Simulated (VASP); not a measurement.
Se: single point with PBEsol

Se:

```
Se
1.0
    -1.38517    1.38517    1.38517
     1.38517   -1.38517    1.38517
     1.38517    1.38517   -1.38517
Se
1
Direct
  0.00000 0.00000 0.00000
```

This isn't the form of Se at room conditions, which is trigonal, of chains.

* Program: VASP 6.6.1
* Task: single point
* Functional: PBEsol
* Potentials or basis: VASP PAW PBE potentials, release 64 (Se)
* Cutoff: 500 eV
* k mesh: 10 × 10 × 10
* Occupations: gaussian, width 0.1 eV
* Spin: no spin polarisation

The pressure is 189.4 GPa and the band gap on the k mesh is zero (bands 3 and 4 overlap by 14.78 eV).

Levels at points of the mesh, in eV from the Fermi level:
```csv
k point,band 1,band 2,band 3,band 4,band 5,band 6
"(0.00, 0.00, 0.00)",-24.87,7.95,7.95,7.95,14.11,14.11
"(0.50, 0.00, 0.00)",-16.01,-14.00,0.47,4.01,7.09,8.12
"(0.50, 0.50, 0.50)",-7.66,-6.82,-6.82,-6.82,-0.23,-0.23
```

Wall time 2.5 s on 1 thread of Intel(R) Xeon(R) 6975P-C (Granite Rapids), on a shared host, peak memory 0.11 GiB.

Caveat: the cell stands under pressure; the PAW data sets were made with another functional, which shifts forces and pressure a little.
